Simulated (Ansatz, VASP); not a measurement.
**HfN: VASP beside Ansatz**

```
Hf N
1.0
     0.00000    2.27359    2.27359
     2.27359    0.00000    2.27359
     2.27359    2.27359    0.00000
Hf N
1 1
Direct
  0.00000 0.00000 0.00000
  0.50000 0.50000 0.50000
```

Alike in both runs: functional PBE; k mesh 6 × 6 × 6; occupations gaussian, width 0.1 eV; no spin polarisation.

Ansatz relaxed the structure, and its values are those at the end. VASP's run is a single point on that final structure, the one shown.

|  | VASP | Ansatz |
| --- | --- | --- |
| version | VASP 6.6.1 | Ansatz 0.2.0 |
| potentials or method | VASP PAW PBE potentials, release 64 (Hf_pv, N), cutoff 600 eV | scalar-relativistic, plane waves, PAW |
| valence electrons in the cell | 15 | 31 |

VASP gave:

| Quantity | Value |
| --- | --- |
| gap on the k mesh at the Fermi level (eV) | none |
| pressure (GPa) | -2.5 |

Task: What did Ansatz give for the same quantities?

Result: gap on the k mesh at the Fermi level (eV): none; pressure (GPa): 0.0.

A gap of «none» marks a metal or a gap that the smearing closes. VASP's potentials hold 15 valence electrons a cell and Ansatz's 31, so a difference there can come from the potentials and not from the codes.

The k mesh is coarse, so the values compare programs but aren't converged. Spin-orbit coupling is off throughout.
